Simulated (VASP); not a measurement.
## Hg: single point with PBE

The system is Hg.

```
Hg
1.0
     3.59761    0.00000    0.00000
    -1.79880    3.11562    0.00000
     0.00000    0.00000    5.58305
Hg
2
Direct
  0.33333 0.66667 0.25000
  0.66667 0.33333 0.75000
```

| Quantity | Value |
| --- | --- |
| Program | VASP 6.6.1 |
| Task | single point |
| Functional | PBE |
| Potentials or basis | VASP PAW PBE potentials, release 64 (Hg) |
| Cutoff | 520 eV |
| k mesh | 14 × 14 × 8 |
| Occupations | fermi-dirac, width 0.05 eV |
| Spin | no spin polarisation |
| Dipole correction | no |
| k mesh for the DOS | 21 × 21 × 12 |
| Occupations for the DOS | tetrahedron |
| Further INCAR settings | ALGO = Normal; EDIFF = 1e-07 |

```
Valence electrons inside the program's atomic spheres : Hg 10.42
```

Levels at points of the mesh, in eV from the valence-band top:
| k point | band 10 | band 11 | band 12 | band 13 | band 14 | band 15 |
| --- | --- | --- | --- | --- | --- | --- |
| (0.00, 0.00, 0.00) | -5.03 | -5.03 | -1.00 | 0.31 | 10.35 | 10.35 |
| (0.00, 0.00, 0.50) | -5.16 | -4.82 | -4.82 | 6.75 | 6.75 | 11.33 |

It took 90 s on 1 thread of Intel(R) Xeon(R) 6975P-C (Granite Rapids), on a shared host, peak memory 0.39 GiB.

Caveat: spin-orbit coupling is left out, which moves the levels of the heavy elements.
